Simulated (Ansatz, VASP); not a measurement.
NbH2 in VASP and in Ansatz

```
CELL_PARAMETERS angstrom
0.00000 2.28150 2.28150
2.28150 0.00000 2.28150
2.28150 2.28150 0.00000
ATOMIC_POSITIONS crystal
Nb 0.00000 0.00000 0.00000
H 0.23904 0.23904 0.26096
H 0.73904 0.73904 0.76096
```

Change from the starting cell: all H atoms moved +0.050 Å, as atom 2 towards its neighbour atom 3 (H) at 2.281 Å.

Alike in both runs: task single point; functional PBEsol; k mesh 18 × 18 × 18; occupations gaussian, width 0.15 eV; no spin polarisation.

```csv
,VASP,Ansatz
version,VASP 6.6.1,Ansatz 0.2.0
potentials or method,"VASP PAW PBE potentials, release 64 (Nb_sv, H), cutoff 520 eV","scalar-relativistic, plane waves, PAW"
valence electrons in the cell,15,15
```

Ansatz gave:

```
gap on the k mesh at the Fermi level (eV)                     : none
pressure (GPa)                                                : -5.2
traceless stress, the component that is largest in VASP (GPa) : -0.16
rms of the force components (eV/Å)                            : 0.168
```

Problem. Which values does VASP return?

Solution. gap on the k mesh at the Fermi level (eV): none; pressure (GPa): -5.6; traceless stress, the component that is largest in VASP (GPa): -0.16; rms of the force components (eV/Å): 0.168.

VASP's potentials were made for PBE, not for PBEsol. Atom by atom the forces differ by 0.000 eV/Å (rms over components). A gap of «none» marks a metal or a gap that the smearing closes. With one functional, cell and mesh, what is left measures potentials, basis and numerics.
